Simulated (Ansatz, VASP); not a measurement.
## One calculation of As, two programs

INCAR

```
SYSTEM = As
PREC = Accurate ; ENCUT = 600
EDIFF = 1E-6 ; ISMEAR = 0
SIGMA = 0.1 ; LREAL = .False.
LASPH = .True. ; NELM = 80
ALGO = Normal ; ISIF = 3
LWAVE = .False. ; LCHARG = .False.
GGA = PE ; IBRION = 2
NSW = 90 ; EDIFFG = -0.04
```

Contents of KPOINTS:

```
Automatic mesh
0
Gamma
  8 8 6
  0 0 0
```

Contents of POSCAR:

```
As
1.0
    1.3148609958     -2.6829709431      0.0000000000
    1.3148609958      2.6829709431      0.0000000000
    0.0000000000      0.0000000000      2.9542649980
As
1
Direct
    0.5000000000      0.5000000000      0.0000000000
```

Input for Ansatz:

```yaml
crystal:
  lattice:
    - [1.3148609958, -2.6829709431, 0.0]
    - [1.3148609958, 2.6829709431, 0.0]
    - [0.0, 0.0, 2.954264998]
  atoms:
    - { symbol: As, position: [0.5, 0.5, 0.0] }
basis:
  ecutwfc: 420
kpoints:
  mp_grid: { grid: [8, 8, 6] }
hamiltonian:
  xc: pbe
scf:
  occupations: { method: gaussian, width: 0.1 }
  lower_state_search: "off"
output:
  forces: true
  stress: true
  eigenvalues: true
relax:
  adjacent_minimum: "off"
  f_tol: 0.04
  max_steps: 70
  cell: { stress_tol: 0.4 }
```

Alike in both runs: task relaxation of cell and atoms; functional PBE; k mesh 8 × 8 × 6; occupations gaussian, width 0.1 eV; no spin polarisation.

|  | VASP | Ansatz |
| --- | --- | --- |
| version | VASP 6.6.1 | Ansatz 0.2.0 |
| potentials or method | VASP PAW PBE potentials, release 64 (As), cutoff 600 eV | scalar-relativistic, plane waves, PAW |
| valence electrons in the cell | 5 | 15 |

Ansatz gave:

* gap on the k mesh at the Fermi level, each at its own relaxed structure (eV): none
* relaxed volume (Å³/atom): 20.37
* relaxed cell length with the largest relative difference (Å): 3.029

Problem. What did VASP give for the same quantities?

Solution. gap on the k mesh at the Fermi level, each at its own relaxed structure (eV): none; relaxed volume (Å³/atom): 20.52; relaxed cell length with the largest relative difference (Å): 2.919.

A gap of «none» marks a metal or a gap that the smearing closes. VASP's potentials hold 5 valence electrons a cell and Ansatz's 15, so a difference there can come from the potentials and not from the codes.
